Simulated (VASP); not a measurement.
Input of a VASP 6.6.1 run:

The input INCAR:

```
SYSTEM = TiN
PREC     = Accurate       ! precision mode
ENCUT    = 600            ! plane-wave cutoff, eV
EDIFF    = 1E-6           ! SCF threshold, eV
ISMEAR   = 0              ! smearing method
SIGMA    = 0.1            ! smearing width, eV
LREAL    = .FALSE.        ! projectors in reciprocal space
LASPH    = .TRUE.         ! aspherical terms in the spheres
NELM     = 120            ! most SCF steps
ALGO     = Normal         ! electronic algorithm
ISIF     = 2              ! what is computed and relaxed
LWAVE    = .FALSE.        ! write WAVECAR
LCHARG   = .TRUE.         ! write CHGCAR
GGA      = CA             ! functional
LELF     = .TRUE.         ! ELF
LVHAR    = .TRUE.       
NBANDS   = 16             ! bands
GGA_COMPAT= .FALSE.
```

File KPOINTS:

```
regular mesh
0
G
  8 8 8
  0 0 0
```

POSCAR

```
TiN
1.0
    0.0000000000      2.0864398362      2.0864398362
    2.0864398362      0.0000000000      2.0864398362
    2.0864398362      2.0864398362      0.0000000000
Ti N
1 1
Direct
    0.0000000000      0.0000000000      0.0000000000
    0.5000000000      0.5000000000      0.5000000000
```

Potentials or basis: VASP PAW LDA potentials, release 64 (Ti_sv, N).

The run is started by

```sh
$ cat potpaw_LDA.64/Ti_sv/POTCAR potpaw_LDA.64/N/POTCAR > POTCAR
$ mpirun -np 1 vasp_std > vasp.out
```

(1) Estimate the pressure.

## Answers

(1) 0.9 GPa.
